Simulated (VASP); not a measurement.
A run of VASP 6.6.1 is set up as follows.

The input INCAR:

```
PREC = Accurate
ENCUT = 520
EDIFF = 1E-6
ISMEAR = -1
SIGMA = 0.1
LREAL = F
LASPH = T
NELM = 100
ALGO = Normal
ISIF = 2
LWAVE = F
LCHARG = T
GGA = PE
LELF = T
LVHAR = T
NBANDS = 18
```

Contents of KPOINTS:

```
Automatic mesh
0
Gamma
  13 13 13
```

Contents of POSCAR:

```
Yb
1.0
    2.9376012445      0.0000000000      0.0000000000
    0.0000000000      2.9376012445      0.0000000000
    0.0000000000      0.0000000000      2.9376012445
Yb
1
Direct
    0.0000000000      0.0000000000      0.0000000000
```

Potentials or basis: VASP PAW PBE potentials, release 64 (Yb).

Run with:

```console
$ cat potpaw_PBE.64/Yb/POTCAR > POTCAR
$ mpirun -np 1 vasp_std > vasp.out
```

Question: Estimate the pressure.

Answer: 11.9 GPa.

Caveat: spin-orbit coupling is left out, which moves the levels of the heavy elements. Spin polarisation is off, so any magnetic state and its effect on volume and gap are missing.
